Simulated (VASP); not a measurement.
A run of VASP 6.6.1:

The input INCAR:

```
SYSTEM = SiO2
  PREC = Accurate
  ENCUT = 520
  EDIFF = 1E-6
  ISMEAR = -1
  SIGMA = 0.05
  LREAL = .False.
  LASPH = .True.
  NELM = 100
  ALGO = Normal
  ISIF = 2
  LWAVE = .False.
  LCHARG = .False.
  GGA = PE
  NBANDS = 25
```

Contents of KPOINTS:

```
regular mesh
0
Gamma
  6 6 8
  0 0 0
```

Contents of POSCAR:

```
SiO2
1.0
    4.1208430792      0.0000000000      0.0000000000
    0.0000000000      4.1208430792      0.0000000000
    0.0000000000      0.0000000000      2.6291793682
Si O
2 4
Direct
    0.0000000000      0.0000000000      0.0000000000
    0.5000000000      0.5000000000      0.5000000000
    0.3059000000      0.3059000000      0.0000000000
    0.1941000000      0.8059000000      0.5000000000
    0.6941000000      0.6941000000      0.0000000000
    0.8059000000      0.1941000000      0.5000000000
```

Potentials or basis: VASP PAW PBE potentials, release 64 (Si, O).

Launch:

```bash
$ cat potpaw_PBE.64/Si/POTCAR potpaw_PBE.64/O/POTCAR > POTCAR
$ mpirun -np 1 vasp_std > vasp.out
```

Hardware: 1 thread of Intel(R) Xeon(R) 6975P-C (Granite Rapids), on a shared host.

Question: How long does it take, and how much memory?

Answer: It took 15 s on 1 thread of Intel(R) Xeon(R) 6975P-C (Granite Rapids), with other jobs on the host, peak memory 0.17 GiB. Counts: scf iterations 13, k points 50.
